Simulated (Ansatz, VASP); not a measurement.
## KBr in VASP and in Ansatz

The input POSCAR:

```
KBr
1.0
    0.0000000000      3.5559000000      3.2925000000
    3.5559000000      0.0000000000      3.2925000000
    3.5559000000      3.5559000000      0.0000000000
K Br
1 1
Direct
    0.0000000000      0.0000000000      0.0000000000
    0.5000000000      0.5000000000      0.5000000000
```

Contents of INCAR.step1:

```
SYSTEM = KBr
PREC = Accurate
ENCUT = 520
ISMEAR = 0
SIGMA = 0.05
LREAL = .FALSE.
LASPH = .TRUE.
NELM = 60
NBANDS = 15
GGA = PE
ALGO = Normal
EDIFF = 1E-4
LWAVE = .TRUE.
LCHARG = .FALSE.
```

The input INCAR.step2:

```
SYSTEM = KBr
PREC = Accurate
ENCUT = 520
EDIFF = 1E-6
ISMEAR = 0
SIGMA = 0.05
LREAL = .FALSE.
LASPH = .TRUE.
NELM = 60
ALGO = Normal
ISIF = 2
LWAVE = .FALSE.
LCHARG = .FALSE.
METAGGA = R2SCAN
LMIXTAU = .TRUE.
NBANDS = 15
ISTART = 1
```

KPOINTS

```
regular mesh
0
G
  6 6 6
  0 0 0
```

Input for Ansatz:

```yaml
crystal:
  lattice:
    - [0.0, 3.5559, 3.2925]
    - [3.5559, 0.0, 3.2925]
    - [3.5559, 3.5559, 0.0]
  atoms:
    - { symbol: K, position: [0.0, 0.0, 0.0] }
    - { symbol: Br, position: [0.5, 0.5, 0.5] }
basis:
  ecutwfc: 500
kpoints:
  mp_grid: { grid: [6, 6, 6] }
hamiltonian:
  xc: r2scan
scf:
  occupations: { method: gaussian, width: 0.05 }
output:
  forces: true
  stress: true
  eigenvalues: true
```

Change from the starting cell: strain +0.080 along x and y, +0.000 along z, atoms carried along.

Alike in both runs: task single point; functional r2SCAN; k mesh 6 × 6 × 6; occupations gaussian, width 0.05 eV; no spin polarisation.

```csv
,VASP,Ansatz
version,VASP 6.6.1,Ansatz 0.2.0
potentials or method,"VASP PAW PBE potentials, release 64 (K_sv, Br), cutoff 520 eV","scalar-relativistic, plane waves, PAW"
valence electrons in the cell,16,16
```

```csv
,VASP,Ansatz,Ansatz less VASP
gap on the k mesh at the Fermi level (eV),4.69,4.69,-0.002
least direct gap on the mesh (eV),4.69,4.69,-0.002
pressure (GPa),-1.4,-1.4,+0.01
"traceless stress, the component that is largest in VASP (GPa)",0.92,0.91,-0.009
```

VASP's potentials were made for PBE, not for r2SCAN.
